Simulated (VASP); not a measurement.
# Co (P6_3/mmc) in VASP: further runs

Co is run at these levels: r2SCAN; tasks: single point.

All numbers are computed with VASP 6.6.1; they aren't measurements. Logs are shortened: lines on timing, memory, paths and dates and some standing lists are left out, and cuts for length are marked.

## 1. The cell of the first run

Symmetry: P6_3/mmc, No. 194, hexagonal system. Conventional cell: a = 2.427 Å, b = 2.427 Å, c = 3.913 Å, α = 90.00°, β = 90.00°, γ = 120.00°. Co (site symmetry -6m2) has 12 Co at 2.41 to 2.43 Å within 3.2 Å.

## 2. Single point, r2SCAN

File POSCAR:

```
Co
1.0
    2.4271453599      0.0000000000      0.0000000000
   -1.2135726799      2.1019695403      0.0000000000
    0.0000000000      0.0000000000      3.9126468420
Co
2
Direct
    0.3333333333      0.6666666667      0.2500000000
    0.6666666667      0.3333333333      0.7500000000
```

File INCAR.step1:

```
PREC = Accurate
ENCUT = 520
ISMEAR = 0
SIGMA = 0.2
LREAL = False
LASPH = True
NELM = 60
NBANDS = 16
GGA = PE
ALGO = Normal
EDIFF = 1E-4
LWAVE = True
LCHARG = False
```

File INCAR.step2:

```
PREC = Accurate
ENCUT = 520
EDIFF = 1E-6
ISMEAR = 0
SIGMA = 0.2
LREAL = False
LASPH = True
NELM = 60
ALGO = Normal
ISIF = 2
LWAVE = False
LCHARG = False
METAGGA = R2SCAN
LMIXTAU = True
NBANDS = 16
ISTART = 1
```

File KPOINTS:

```
Automatic mesh
0
Gamma
  15 15 8
```

Potentials or basis: VASP PAW PBE potentials, release 64 (Co).

Command:

```
$ cat potpaw_PBE.64/Co/POTCAR > POTCAR
$ cp INCAR.step1 INCAR
$ mpirun -np 1 vasp_std > vasp.out
$ cp INCAR.step2 INCAR
$ mpirun -np 1 vasp_std > vasp.out
```

OUTCAR:

```text
PREC = Accurate
   ENCUT = 520
   EDIFF = 1E-6
   ISMEAR = 0
   LREAL = False
   LASPH = True
   NELM = 60
   ISIF = 2
   METAGGA = R2SCAN
   ISTART = 1

 ion  position               nearest neighbor table
   1  0.333  0.667  0.250-   2 2.41   2 2.41   2 2.41   2 2.41   2 2.41   2 2.41
   2  0.667  0.333  0.750-   1 2.41   1 2.41   1 2.41   1 2.41   1 2.41   1 2.41

  LATTYP: Found a hexagonal cell.
 ALAT       =     2.4271453599
 C/A-ratio  =     1.6120364716

  Lattice vectors:

 A1 = (   2.4271453599,   0.0000000000,   0.0000000000)
 A2 = (  -1.2135726799,   2.1019695403,   0.0000000000)
 A3 = (   0.0000000000,   0.0000000000,   3.9126468420)

Analysis of symmetry for initial positions (statically):
=====================================================================
 Subroutine PRICEL returns:
 Original cell was already a primitive cell.

 Routine SETGRP: Setting up the symmetry group for a
 hexagonal supercell.

 Subroutine GETGRP returns: Found 24 space group operations
 (whereof 12 operations were pure point group operations)
 out of a pool of 24 trial point group operations.

The static configuration has the point symmetry D_3d.
 The point group associated with its full space group is D_6h.

Analysis of symmetry for dynamics (positions and initial velocities):
=====================================================================
 Subroutine PRICEL returns:
 Original cell was already a primitive cell.

 Routine SETGRP: Setting up the symmetry group for a
 hexagonal supercell.

 Subroutine GETGRP returns: Found 24 space group operations
 (whereof 12 operations were pure point group operations)
 out of a pool of 24 trial point group operations.

The dynamic configuration has the point symmetry D_3d.
 The point group associated with its full space group is D_6h.

 Subroutine INISYM returns: Found 24 space group operations
 (whereof 12 operations are pure point group operations),
 and found     1 'primitive' translations

----------------------------------------------------------------------------------------

                                     Primitive cell

  volume of cell :      19.9615

  direct lattice vectors                    reciprocal lattice vectors
     2.427145360  0.000000000  0.000000000     0.412006638  0.237872143  0.000000000
    -1.213572680  2.101969540  0.000000000     0.000000000  0.475744287  0.000000000
     0.000000000  0.000000000  3.912646842     0.000000000  0.000000000  0.255581462

  length of vectors
     2.427145360  2.427145360  3.912646842     0.475744287  0.475744287  0.255581462

  position of ions in fractional coordinates (direct lattice)
     0.333333333  0.666666667  0.250000000
     0.666666667  0.333333333  0.750000000

  ion indices of the primitive-cell ions
   primitive index   ion index
                 1           1
                 2           2

----------------------------------------------------------------------------------------

 KPOINTS: Automatic mesh

Automatic generation of k-mesh.
 Grid dimensions read from file:
 generate k-points for:   15   15    8

 Generating k-lattice:

  Cartesian coordinates                     Fractional coordinates (reciprocal lattice)
     0.027467109  0.015858143  0.000000000     0.066666667  0.000000000  0.000000000
     0.000000000  0.031716286  0.000000000     0.000000000  0.066666667  0.000000000
     0.000000000  0.000000000  0.031947683     0.000000000  0.000000000  0.125000000

  Length of vectors
     0.031716286  0.031716286  0.031947683

  Shift w.r.t. Gamma in fractional coordinates (k-lattice)
     0.000000000  0.000000000  0.000000000

 Subroutine IBZKPT returns following result:
 ===========================================

 Found    135 irreducible k-points:

 Following reciprocal coordinates:
            Coordinates               Weight
  0.000000  0.000000  0.000000      1.000000
  0.066667 -0.000000  0.000000      6.000000
  0.133333 -0.000000  0.000000      6.000000
  0.200000  0.000000  0.000000      6.000000
  0.266667 -0.000000  0.000000      6.000000
  0.333333  0.000000  0.000000      6.000000
[... 16 lines left out ...]
  0.333333  0.200000  0.000000     12.000000
  0.400000  0.200000  0.000000      6.000000
 [... further k-points ...]
   k-points           NKPTS =    135   k-points in BZ     NKDIM =    135   number of bands    NBANDS=     16
   number of dos      NEDOS =    301   number of ions     NIONS =      2
   total plane-waves  NPLWV =   9720
   dimension x,y,z NGX =    18 NGY =   18 NGZ =   30
   dimension x,y,z NGXF=    36 NGYF=   36 NGZF=   60
   ions per type =               2
   NGX,Y,Z   is equivalent  to a cutoff of  12.33, 12.33, 12.75 a.u.
   NGXF,Y,Z  is equivalent  to a cutoff of  24.66, 24.66, 25.49 a.u.
 SYSTEM =  unknown system
   PREC   = accura    normal or accurate (medium, high low for compatibility)
   ISTART =      1    job   : 0-new  1-cont  2-samecut
   ICHARG =      0    charge: 1-file 2-atom 10-const
   ISPIN  =      1    spin polarized calculation?
   LNONCOLLINEAR =      F non collinear calculations
   LSORBIT =      F    spin-orbit coupling
   LASPH  =      T    aspherical Exc in radial PAW
   ENCUT  =  520.0 eV  38.22 Ry    6.18 a.u.   4.51  4.51  7.27*2*pi/ulx,y,z
   NELM   =     60;   NELMIN=  2; NELMDL=  0     # of ELM steps
   EDIFF  = 0.1E-05   stopping-criterion for ELM
   LREAL  =      F    real-space projection
   EDIFFG = 0.1E-04   stopping-criterion for IOM
   NSW    =      0    number of steps for IOM
   IBRION =     -1    ionic relax: 0-MD 1-quasi-New 2-CG
   NFREE  =      0    steps in history (QN), initial steepest desc. (CG)
   ISIF   =      2    stress and relaxation
   ISYM   =      2    0-nonsym 1-usesym 2-fastsym
   POTIM  = 0.5000    time-step for ionic-motion
   TEBEG  =    0.0;   TEEND  =   0.0 temperature during run
   PSTRESS=    0.0 pullay stress
   NELECT =      18.0000    total number of electrons
   NUPDOWN=      -1.0000    fix difference up-down
   EMIN   =  10.00;   EMAX   =-10.00  energy-range for DOS
   EFERMI =   0.00;   METHOD = LEGACY
   ISMEAR =     0;   SIGMA  =   0.20  broadening in eV -4-tet -1-fermi 0-gaus
   EFERMI_NEDOS =   21; number of points for ismear=-14 and -15
   IALGO  =     38    algorithm
   IMIX   =      4    mixing-type and parameters
     AMIX     =   0.40;   BMIX     =  1.00
     AMIX_MAG =   1.60;   BMIX_MAG =  1.00
  volume/ion in A,a.u.               =       9.98        67.35
  Fermi-wavevector in a.u.,A,eV,Ry     =   1.581617  2.988823 34.035150  2.501513
  Thomas-Fermi vector in A             =   2.681665
   LORBIT       =      0    0 simple, 1 ext, 2 COOP (PROOUT), +10 PAW based schemes
   METAGGA = R2SCAN    functional components
   LHFCALC =     F    Hartree Fock is set to
   AEXX    =    0.0000 exact exchange contribution
   IVDW    =     0    specifies the selected vdW correction
   LEPSILON=     F    determine dielectric tensor
   LRPA    =     F    only Hartree local field effects (RPA)
 non-spin polarized calculation
 Gauss-broadening in eV      SIGMA  =   0.20
  energy-cutoff  :      520.00
  volume of cell :       19.96
 maximum number of plane-waves:       556
 NGX is ok and might be reduce to    18
   NGX =  9   NGY =  9   NGZ = 15

 number of electron      17.9999995 magnetization

 Free energy of the ion-electron system (eV)
  ---------------------------------------------------
  ext. energy  EPLUGINS =         0.00000000
  ---------------------------------------------------
  free energy    TOTEN  =       -25.46183646 eV

  energy without entropy =      -25.35764149  energy(sigma->0) =      -25.40973898

 E-fermi :  11.2673     XC(G=0): -15.1895

 val. band max:       11.2658776793   @ k =   0.4000   0.2000   0.1250
 cond. band min:      11.2700374427   @ k =   0.2667   0.0667   0.3750
 fundamental gap:      0.0041597634
 Fermi energy:        11.2673227908

 k-point     1 :       0.0000    0.0000    0.0000
  band No.  band energies     occupation
      1       1.4569      2.00000
      2       5.9794      2.00000
      3       9.2150      2.00000
      4       9.2311      2.00000
      5       9.2311      2.00000
      6       9.6258      2.00000
[... 8 lines left out ...]
     15      38.4393      0.00000
     16      38.6981      0.00000

 k-point     2 :       0.0667   -0.0000    0.0000
  band No.  band energies     occupation
      1       1.6301      2.00000
      2       6.0904      2.00000
      3       8.9975      2.00000
      4       9.3191      2.00000
      5       9.4160      2.00000
      6       9.5808      2.00000
[... 8 lines left out ...]
     15      36.2471      0.00000
     16      36.8206      0.00000

 k-point     3 :       0.1333   -0.0000    0.0000
  band No.  band energies     occupation
      1       2.1384      2.00000
      2       6.3899      2.00000
      3       8.7162      2.00000
      4       9.1286      2.00000
      5       9.4206      2.00000
      6       9.5736      2.00000
[... 8 lines left out ...]
     15      34.6500      0.00000
     16      35.1106      0.00000

 k-point     4 :       0.2000    0.0000    0.0000
  band No.  band energies     occupation
      1       2.9431      2.00000
      2       6.7595      2.00000
      3       8.3629      2.00000
      4       8.4312      2.00000
      5       9.2713      2.00000
      6       9.6156      2.00000
[... 8 lines left out ...]
     15      32.6647      0.00000
     16      34.2711      0.00000

 k-point     5 :       0.2667   -0.0000    0.0000
  band No.  band energies     occupation
      1       3.9623      2.00000
      2       6.9701      2.00000
      3       7.7435      2.00000
      4       8.2731      2.00000
      5       9.2167      2.00000
      6       9.4079      2.00000
[... 8 lines left out ...]
     15      30.9240      0.00000
     16      32.5102      0.00000

 k-point     6 :       0.3333    0.0000    0.0000
  band No.  band energies     occupation
      1       5.0325      2.00000
      2       6.8962      2.00000
      3       7.2797      2.00000
      4       8.3049      2.00000
      5       9.2248      2.00000
      6       9.3461      2.00000
[... 8 lines left out ...]
     15      29.4941      0.00000
     16      29.9331      0.00000

 k-point     7 :       0.4000   -0.0000    0.0000
  band No.  band energies     occupation
      1       5.8806      2.00000
      2       6.7111      2.00000
      3       6.9719      2.00000
      4       8.5032      2.00000
      5       9.0897      2.00000
      6       9.3084      2.00000
[... 8 lines left out ...]
     15      27.6149      0.00000
     16      28.4594      0.00000

 k-point     8 :       0.4667    0.0000    0.0000
  band No.  band energies     occupation
      1       6.3262      2.00000
      2       6.5404      2.00000
      3       6.8186      2.00000
      4       8.7582      2.00000
      5       9.0183      2.00000
      6       9.2379      2.00000
[... 8 lines left out ...]
     15      25.7935      0.00000
     16      27.5278      0.00000

 k-point     9 :       0.0667    0.0667    0.0000
  band No.  band energies     occupation
      1       1.9711      2.00000
      2       6.2971      2.00000
      3       8.7901      2.00000
      4       9.3703      2.00000
      5       9.4773      2.00000
      6       9.5112      2.00000
[... 8 lines left out ...]
     15      33.5412      0.00000
     16      37.4590      0.00000
[... 172 lines left out ...]
 k-point    19 :       0.3333    0.1333    0.0000
  band No.  band energies     occupation
      1       6.2515      2.00000
      2       6.9557      2.00000
      3       7.0187      2.00000
      4       8.1326      2.00000
      5       8.8871      2.00000
      6       9.3232      2.00000
[... 8 lines left out ...]
     15      24.9423      0.00000
     16      27.9564      0.00000

 k-point    20 :       0.4000    0.1333    0.0000
  band No.  band energies     occupation
      1       6.6436      2.00000
      2       6.8056      2.00000
      3       6.8942      2.00000
      4       8.3672      2.00000
      5       8.8911      2.00000
      6       9.1751      2.00000
[... 8 lines left out ...]
     15      24.3338      0.00000
     16      26.0829      0.00000

 k-point    21 :       0.2000    0.2000    0.0000
  band No.  band energies     occupation
      1       5.3795      2.00000
      2       7.3376      2.00000
      3       7.4140      2.00000
      4       7.6627      2.00000
      5       8.8873      2.00000
      6       9.3816      2.00000
[... 8 lines left out ...]
     15      24.4542      0.00000
     16      31.4720      0.00000

 k-point    22 :       0.2667    0.2000    0.0000
  band No.  band energies     occupation
      1       6.2944      2.00000
      2       7.1215      2.00000
      3       7.2983      2.00000
      4       7.6979      2.00000
      5       8.7823      2.00000
      6       9.3741      2.00000
[... 8 lines left out ...]
     15      23.5896      0.00000
     16      29.4807      0.00000

 k-point    23 :       0.3333    0.2000    0.0000
  band No.  band energies     occupation
      1       6.8430      2.00000
      2       6.9920      2.00000
      3       7.1223      2.00000
      4       7.9301      2.00000
      5       8.7759      2.00000
      6       9.1662      2.00000
[... 8 lines left out ...]
     15      23.7488      0.00000
     16      27.3350      0.00000

 k-point    24 :       0.4000    0.2000    0.0000
  band No.  band energies     occupation
      1       6.9490      2.00000
      2       6.9899      2.00000
      3       7.0516      2.00000
      4       8.0750      2.00000
      5       8.8089      2.00000
      6       9.0571      2.00000
[... 8 lines left out ...]
     15      24.1963      0.00000
     16      26.0052      0.00000

 [... further k-points ...]

------------------------ aborting loop because EDIFF is reached ----------------------------------------

  FORCE on cell =-STRESS in cart. coord.  units (eV):
  Direction    XX          YY          ZZ          XY          YZ          ZX
  --------------------------------------------------------------------------------------
  -------------------------------------------------------------------------------------
  Total       -0.0263978     -0.0263978     -0.0217380     -0.0000000     -0.0000000     -0.0000000
  in kB       -2.1187758     -2.1187758     -1.7447679     -0.0000000     -0.0000000     -0.0000000
  external PRESSURE =      -1.9941065 kB  Pullay stress =       0.0000000 kB

 VOLUME and BASIS-vectors are now :
 -----------------------------------------------------------------------------
  energy-cutoff  :      520.00
  volume of cell :       19.96
      direct lattice vectors                 reciprocal lattice vectors
     2.427145360  0.000000000  0.000000000     0.412006638  0.237872143  0.000000000
    -1.213572680  2.101969540  0.000000000     0.000000000  0.475744287  0.000000000
     0.000000000  0.000000000  3.912646842     0.000000000  0.000000000  0.255581462

 POSITION                                       TOTAL-FORCE (eV/Angst)
 -----------------------------------------------------------------------------------
     -0.00000      1.40131      0.97816         0.000000     -0.000000      0.000000
      1.21357      0.70066      2.93449        -0.000000      0.000000      0.000000
 -----------------------------------------------------------------------------------
    total drift:                                0.000000     -0.000000     -0.000000

  FREE ENERGIE OF THE ION-ELECTRON SYSTEM (eV)
  ---------------------------------------------------
  free  energy   TOTEN  =       -25.4618364630 eV

  energy  without entropy=      -25.3576414904  energy(sigma->0) =      -25.40973898
```

It took 2.5 min on 1 thread of Intel Xeon Platinum 8259CL at 2.50GHz (Skylake/Cascade Lake), shared host; peak memory 0.16 GiB.

Results:

```yaml
Free_energy: -25.4618 eV
Pressure: -0.2 GPa
Band_gap_on_the_k_mesh: zero (bands 9 and 10 overlap by 1.69 eV)
```

Levels at points of the mesh, in eV from the Fermi level:
| k point | band 6 | band 7 | band 8 | band 9 | band 10 | band 11 | band 12 | band 13 |
| --- | --- | --- | --- | --- | --- | --- | --- | --- |
| (0.00, 0.00, 0.00) | -1.64 | -1.64 | -1.24 | -1.24 | -0.16 | 0.10 | 0.10 | 7.94 |
| (0.00, 0.00, 0.50) | -2.12 | -2.12 | -2.12 | -0.26 | -0.26 | -0.26 | -0.26 | 16.91 |

Caveat: the PAW data sets were made with another functional, which shifts forces and pressure a little; the run has no spin polarisation, though such a crystal can be magnetic. Spin polarisation is off, so any magnetic state and its effect on volume and gap are missing.

[end of part 1 of 2]
